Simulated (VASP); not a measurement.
A run of VASP 6.6.1 is set up as follows.

The input INCAR:

```
PREC = Accurate
ENCUT = 520
EDIFF = 1E-6
ISMEAR = -1
SIGMA = 0.02
LREAL = F
LASPH = T
NELM = 100
ALGO = Normal
ISIF = 2
LWAVE = F
LCHARG = F
GGA = PS
NBANDS = 16
```

The input KPOINTS:

```
regular mesh
0
Gamma
  13 13 13
```

File POSCAR:

```
GaN
1.0
    0.0000000000      2.0315785487      2.0315785487
    2.0315785487      0.0000000000      2.0315785487
    2.0315785487      2.0315785487      0.0000000000
Ga N
1 1
Direct
    0.5000000000      0.5000000000      0.5000000000
    0.0000000000      0.0000000000      0.0000000000
```

Potentials or basis: VASP PAW PBE potentials, release 64 (Ga_d, N).

Run with:

```sh
$ cat potpaw_PBE.64/Ga_d/POTCAR potpaw_PBE.64/N/POTCAR > POTCAR
$ mpirun -np 1 vasp_std > vasp.out
```

(1) What does it give for the pressure?

(2) What does it give for the band gap on the k mesh?

Answers

(1) 34.6 GPa.

(2) 1.41 eV, indirect (least direct gap 4.35 eV).

Caveat: the PAW data sets were made with another functional, which shifts forces and pressure a little.
